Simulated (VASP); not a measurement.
# BN in VASP: single point with PBE+D3(BJ)

Aim: the single point of BN with PBE+D3(BJ).

Everything below comes from runs of VASP 6.6.1. Logs are shortened: lines on timing, memory, paths and dates and some standing lists are left out, and cuts for length are marked.

**1. The cell of the first run**

The cell holds a slab with vacuum, 4 atoms: a = 2.509 Å, b = 2.509 Å, c = 17.500 Å, α = 90.00°, β = 90.00°, γ = 120.00°.

**2. Single point, PBE+D3(BJ)**

File INCAR:

```
PREC = Accurate
ENCUT = 520
EDIFF = 1E-6
ISMEAR = 0
SIGMA = 0.05
LREAL = False
LASPH = True
NELM = 80
ALGO = Normal
ISIF = 2
LWAVE = False
LCHARG = False
LDIPOL = True
IDIPOL = 3
DIPOL = 0.5 0.5 0.364
GGA = PE
IVDW = 12
NBANDS = 16
```

File KPOINTS:

```
Automatic mesh
0
Gamma
  12 12 1
```

File POSCAR:

```
BN
1.0
    2.5087622849      0.0000000000      0.0000000000
   -1.2543811425      2.1726518708      0.0000000000
    0.0000000000      0.0000000000     17.5000000000
B N
2 2
Direct
    0.0000000000      0.0000000000      0.2571428571
    0.1666666667      0.3333333333      0.4702857143
    0.6666666667      0.3333333333      0.2571428571
    0.8333333333      0.6666666667      0.4702857143
```

Potentials or basis: VASP PAW PBE potentials, release 64 (B, N).

On the command line:

```bash
cat potpaw_PBE.64/B/POTCAR potpaw_PBE.64/N/POTCAR > POTCAR
mpirun -np 1 vasp_std > vasp.out
```

OUTCAR:

```text
PREC = Accurate
   ENCUT = 520
   EDIFF = 1E-6
   ISMEAR = 0
   LREAL = False
   LASPH = True
   NELM = 80
   ISIF = 2
   GGA = PE
   IVDW = 12
 IVDW          = 12

 ion  position               nearest neighbor table
   1  0.000  0.000  0.257-   3 1.45   3 1.45   3 1.45
   2  0.167  0.333  0.470-   4 1.45   4 1.45   4 1.45
   3  0.667  0.333  0.257-   1 1.45   1 1.45   1 1.45
   4  0.833  0.667  0.470-   2 1.45   2 1.45   2 1.45

  LATTYP: Found a hexagonal cell.
 ALAT       =     2.5087622849
 C/A-ratio  =     6.9755512929

  Lattice vectors:

 A1 = (   2.5087622849,   0.0000000000,   0.0000000000)
 A2 = (  -1.2543811425,   2.1726518708,   0.0000000000)
 A3 = (   0.0000000000,   0.0000000000,  17.5000000000)

Analysis of symmetry for initial positions (statically):
=====================================================================
 Subroutine PRICEL returns:
 Original cell was already a primitive cell.

 Routine SETGRP: Setting up the symmetry group for a
 hexagonal supercell.

 Subroutine GETGRP returns: Found  2 space group operations
 (whereof  2 operations were pure point group operations)
 out of a pool of 24 trial point group operations.

The static configuration has the point symmetry C_1h.

Analysis of symmetry for dynamics (positions and initial velocities):
=====================================================================
 Subroutine PRICEL returns:
 Original cell was already a primitive cell.

 Routine SETGRP: Setting up the symmetry group for a
 hexagonal supercell.

 Subroutine GETGRP returns: Found  2 space group operations
 (whereof  2 operations were pure point group operations)
 out of a pool of 24 trial point group operations.

The dynamic configuration has the point symmetry C_1h.

 Subroutine INISYM returns: Found  2 space group operations
 (whereof  2 operations are pure point group operations),
 and found     1 'primitive' translations

----------------------------------------------------------------------------------------

                                     Primitive cell

  volume of cell :      95.3867

  direct lattice vectors                    reciprocal lattice vectors
     2.508762285  0.000000000  0.000000000     0.398602931  0.230133510  0.000000000
    -1.254381142  2.172651871  0.000000000     0.000000000  0.460267019  0.000000000
     0.000000000  0.000000000 17.500000000     0.000000000  0.000000000  0.057142857

  length of vectors
     2.508762285  2.508762285 17.500000000     0.460267019  0.460267019  0.057142857

  position of ions in fractional coordinates (direct lattice)
     0.000000000  0.000000000  0.257142857
     0.166666667  0.333333333  0.470285714
     0.666666667  0.333333333  0.257142857
     0.833333333  0.666666667  0.470285714

  ion indices of the primitive-cell ions
   primitive index   ion index
                 1           1
                 2           2
                 3           3
                 4           4

----------------------------------------------------------------------------------------

 KPOINTS: Automatic mesh

Automatic generation of k-mesh.
 Grid dimensions read from file:
 generate k-points for:   12   12    1

 Generating k-lattice:

  Cartesian coordinates                     Fractional coordinates (reciprocal lattice)
     0.033216911  0.019177792  0.000000000     0.083333333  0.000000000  0.000000000
     0.000000000  0.038355585  0.000000000     0.000000000  0.083333333  0.000000000
     0.000000000  0.000000000  0.057142857     0.000000000  0.000000000  1.000000000

  Length of vectors
     0.038355585  0.038355585  0.057142857

  Shift w.r.t. Gamma in fractional coordinates (k-lattice)
     0.000000000  0.000000000  0.000000000

 Subroutine IBZKPT returns following result:
 ===========================================

 Found     43 irreducible k-points:

 Following reciprocal coordinates:
            Coordinates               Weight
  0.000000  0.000000  0.000000      1.000000
  0.083333 -0.000000  0.000000      4.000000
  0.000000  0.083333  0.000000      2.000000
  0.166667  0.000000  0.000000      4.000000
  0.000000  0.166667  0.000000      2.000000
  0.250000  0.000000  0.000000      4.000000
[... 16 lines left out ...]
 -0.083333  0.416667  0.000000      4.000000
 -0.416667  0.333333  0.000000      4.000000
 [... further k-points ...]
   k-points           NKPTS =     43   k-points in BZ     NKDIM =     43   number of bands    NBANDS=     16
   number of dos      NEDOS =    301   number of ions     NIONS =      4
   total plane-waves  NPLWV =  56000
   dimension x,y,z NGX =    20 NGY =   20 NGZ =  140
   dimension x,y,z NGXF=    40 NGYF=   40 NGZF=  280
   ions per type =               2   2
   NGX,Y,Z   is equivalent  to a cutoff of  13.25, 13.25, 13.30 a.u.
   NGXF,Y,Z  is equivalent  to a cutoff of  26.51, 26.51, 26.60 a.u.
 SYSTEM =  unknown system
   PREC   = accura    normal or accurate (medium, high low for compatibility)
   ISTART =      0    job   : 0-new  1-cont  2-samecut
   ICHARG =      2    charge: 1-file 2-atom 10-const
   ISPIN  =      1    spin polarized calculation?
   LNONCOLLINEAR =      F non collinear calculations
   LSORBIT =      F    spin-orbit coupling
   LASPH  =      T    aspherical Exc in radial PAW
   ENCUT  =  520.0 eV  38.22 Ry    6.18 a.u.   4.66  4.66 32.54*2*pi/ulx,y,z
   NELM   =     80;   NELMIN=  2; NELMDL= -5     # of ELM steps
   EDIFF  = 0.1E-05   stopping-criterion for ELM
   LREAL  =      F    real-space projection
   EDIFFG = 0.1E-04   stopping-criterion for IOM
   NSW    =      0    number of steps for IOM
   IBRION =     -1    ionic relax: 0-MD 1-quasi-New 2-CG
   NFREE  =      0    steps in history (QN), initial steepest desc. (CG)
   ISIF   =      2    stress and relaxation
   ISYM   =      2    0-nonsym 1-usesym 2-fastsym
   POTIM  = 0.5000    time-step for ionic-motion
   TEBEG  =    0.0;   TEEND  =   0.0 temperature during run
   PSTRESS=    0.0 pullay stress
   NELECT =      16.0000    total number of electrons
   NUPDOWN=      -1.0000    fix difference up-down
   EMIN   =  10.00;   EMAX   =-10.00  energy-range for DOS
   EFERMI =   0.00;   METHOD = LEGACY
   ISMEAR =     0;   SIGMA  =   0.05  broadening in eV -4-tet -1-fermi 0-gaus
   EFERMI_NEDOS =   21; number of points for ismear=-14 and -15
   IALGO  =     38    algorithm
   IMIX   =      4    mixing-type and parameters
     AMIX     =   0.40;   BMIX     =  1.00
     AMIX_MAG =   1.60;   BMIX_MAG =  1.00
  volume/ion in A,a.u.               =      23.85       160.93
  Fermi-wavevector in a.u.,A,eV,Ry     =   0.902857  1.706152 11.090797  0.815151
  Thomas-Fermi vector in A             =   2.026112
   LORBIT       =      0    0 simple, 1 ext, 2 COOP (PROOUT), +10 PAW based schemes
   GGA     = PE    functional components
   LHFCALC =     F    Hartree Fock is set to
   AEXX    =    0.0000 exact exchange contribution
   IVDW    =    12    specifies the selected vdW correction
   LEPSILON=     F    determine dielectric tensor
   LRPA    =     F    only Hartree local field effects (RPA)
 non-spin polarized calculation
 Gauss-broadening in eV      SIGMA  =   0.05
  energy-cutoff  :      520.00
  volume of cell :       95.39
 maximum number of plane-waves:      2588
   NGX =  9   NGY =  9   NGZ = 65

 dipolmoment           0.000000      0.000000      0.000133 electrons x Angstroem

 number of electron      16.0000000 magnetization

 dipolmoment           0.000000      0.000000     -0.000356 electrons x Angstroem

 Free energy of the ion-electron system (eV)
  ---------------------------------------------------
  ext. energy  EPLUGINS =         0.00000000
  ---------------------------------------------------
  free energy    TOTEN  =       -35.19524112 eV

  energy without entropy =      -35.19524112  energy(sigma->0) =      -35.19524112

 E-fermi :  -2.4075     XC(G=0):  -4.3725

 val. band max:       -2.6706872106   @ k =   0.3333   0.3333   0.0000
 cond. band min:       1.7118732550   @ k =   0.3333   0.3333   0.0000
 fundamental gap:      4.3825604656
 Fermi energy:        -2.4075371675

 k-point     1 :       0.0000    0.0000    0.0000
  band No.  band energies     occupation
      1     -20.4154      2.00000
      2     -20.3571      2.00000
      3      -8.2572      2.00000
      4      -7.6788      2.00000
      5      -4.1011      2.00000
      6      -4.1010      2.00000
[... 8 lines left out ...]
     15       8.4917      0.00000
     16       8.7877      0.00000

 k-point     2 :       0.0833   -0.0000    0.0000
  band No.  band energies     occupation
      1     -20.2818      2.00000
      2     -20.2245      2.00000
      3      -8.0759      2.00000
      4      -7.5035      2.00000
      5      -4.6606      2.00000
      6      -4.6453      2.00000
[... 8 lines left out ...]
     15       8.5018      0.00000
     16       8.7067      0.00000

 k-point     3 :       0.0000    0.0833    0.0000
  band No.  band energies     occupation
      1     -20.2818      2.00000
      2     -20.2245      2.00000
      3      -8.0758      2.00000
      4      -7.5036      2.00000
      5      -4.6596      2.00000
      6      -4.6459      2.00000
[... 8 lines left out ...]
     15       8.5051      0.00000
     16       8.7112      0.00000
[... 362 lines left out ...]
 k-point    23 :      -0.0833    0.4167    0.0000
  band No.  band energies     occupation
      1     -17.9854      2.00000
      2     -17.9499      2.00000
      3     -10.3602      2.00000
      4     -10.3333      2.00000
      5      -6.9511      2.00000
      6      -6.9333      2.00000
[... 8 lines left out ...]
     15       8.6584      0.00000
     16       9.5410      0.00000

 k-point    24 :      -0.4167    0.3333    0.0000
  band No.  band energies     occupation
      1     -17.9863      2.00000
      2     -17.9487      2.00000
      3     -10.3673      2.00000
      4     -10.3270      2.00000
      5      -6.9496      2.00000
      6      -6.9346      2.00000
[... 8 lines left out ...]
     15       8.6444      0.00000
     16       9.5218      0.00000

 [... further k-points ...]

------------------------ aborting loop because EDIFF is reached ----------------------------------------

 vacuum level on the upper side and lower side of the slab       (xc-potential included)        -0.217        -0.211

 Edisp (eV)   -0.39199

 E8    (eV) :    -0.1195

  FORCE on cell =-STRESS in cart. coord.  units (eV):
  Direction    XX          YY          ZZ          XY          YZ          ZX
  --------------------------------------------------------------------------------------
  -------------------------------------------------------------------------------------
  Total      -0.06014    -0.04533    -0.17419     0.00000     0.03914    -0.00000
  in kB      -1.01019    -0.76132    -2.92574     0.00000     0.65736    -0.00000
  external pressure =       -1.57 kB  Pullay stress =        0.00 kB

 VOLUME and BASIS-vectors are now :
 -----------------------------------------------------------------------------
  energy-cutoff  :      520.00
  volume of cell :       95.39
      direct lattice vectors                 reciprocal lattice vectors
     2.508762285  0.000000000  0.000000000     0.398602931  0.230133510  0.000000000
    -1.254381142  2.172651871  0.000000000     0.000000000  0.460267019  0.000000000
     0.000000000  0.000000000 17.500000000     0.000000000  0.000000000  0.057142857

 POSITION                                       TOTAL-FORCE (eV/Angst)
 -----------------------------------------------------------------------------------
      0.00000      0.00000      4.50000        -0.000000      0.000240      0.026194
      0.00000      0.72422      8.23000         0.000000     -0.003149     -0.025189
      1.25438      0.72422      4.50000         0.000000     -0.010731      0.009392
      1.25438      1.44843      8.23000        -0.000000      0.013640     -0.010396
 -----------------------------------------------------------------------------------
    total drift:                               -0.000001      0.000003      0.000084

  FREE ENERGIE OF THE ION-ELECTRON SYSTEM (eV)
  ---------------------------------------------------
  free  energy   TOTEN  =       -35.5872308361 eV

  energy  without entropy=      -35.5872308361  energy(sigma->0) =      -35.58723084

 vacuum level on the upper side and lower side of the slab         2.932         2.944
```

It took 49 s on 1 thread of Intel Xeon 6975P-C (Granite Rapids), shared host; peak memory 0.25 GiB.

What came out:

- Free energy: -35.5872 eV
- Largest force: 0.026 eV/Å
- Band gap on the k mesh: 4.38 eV, direct
- Dispersion energy per atom: -0.098 eV

Forces in eV/Å, atoms in the order of the input:
```
B    0.000  0.000  0.026
B    0.000 -0.003 -0.025
N    0.000 -0.011  0.009
N    0.000  0.014 -0.010
```
